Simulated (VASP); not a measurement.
Input of a VASP 6.6.1 run:

File INCAR:

```
PREC     = Accurate       # precision mode
ENCUT    = 520            # plane-wave cutoff, eV
EDIFF    = 1E-7           # SCF threshold, eV
ISMEAR   = 0              # smearing method
SIGMA    = 0.02           # smearing width, eV
LREAL    = Auto         
LASPH    = T              # aspherical terms in the spheres
NELM     = 150            # most SCF steps
ALGO     = Normal         # electronic algorithm
ISIF     = 2              # what is computed and relaxed
LWAVE    = F              # write WAVECAR
LCHARG   = F              # write CHGCAR
ISPIN    = 2              # spin polarisation
MAGMOM   = 1 0 0 0 0 0 0 0 0 0 0 0 0 0 0 # initial moments
LORBIT   = 11             # projections on sites
GGA      = PS             # functional
NBANDS   = 52             # bands
```

KPOINTS

```
regular mesh
0
Gamma
  2 2 2
```

Contents of POSCAR:

```
Al6GaAs8
1.0
    0.0000000000      5.6758016010     -5.6758016010
    5.6758016010      5.6758016010      0.0000000000
    5.6758016010      0.0000000000     -5.6758016010
Ga Al As
1 6 8
Direct
    0.5035677283     -0.0035677283      0.5035677283
    0.0031879880      0.0007646016      0.4972530114
    0.0031879880      0.4987943990      0.4972530114
    0.4972530114      0.0007646016      0.0031879880
    0.4972530114      0.4987943990      0.0031879880
   -0.0002970826      0.0002970826     -0.0002970826
   -0.0036225611      0.5036225611     -0.0036225611
    0.1229608125      0.1286588647      0.1229608125
    0.1229608125      0.6254195103      0.1229608125
    0.6243778105      0.1237514735      0.1281192425
    0.6186917492      0.6250401179      0.1312280149
    0.1281192425      0.1237514735      0.6243778105
    0.1312280149      0.6250401179      0.6186917492
    0.6255657373      0.1289686605      0.6255657373
    0.6255657373      0.6198998648      0.6255657373
```

Potentials or basis: VASP PAW PBE potentials, release 64 (Ga_d, Al, As).

Run with:

```console
$ cat potpaw_PBE.64/Ga_d/POTCAR potpaw_PBE.64/Al/POTCAR potpaw_PBE.64/As/POTCAR > POTCAR
$ mpirun -np 1 vasp_std > vasp.out
```

Estimate the largest force.

0.018 eV/Å.

What does it give for the net moment?

0.25 μB per cell.

What does it give for the pressure?

-1.1 GPa.

Stress tensor (GPa, compression positive):
```
-1.06  0.03  0.00
 0.03 -1.06  0.00
 0.00  0.00 -1.28
```

Caveat: the k points lie up to 0.48 Å⁻¹ apart; the cell differs from its parent crystal (atoms taken out, then relaxed in part); the PAW data sets were made with another functional, which shifts forces and pressure a little.
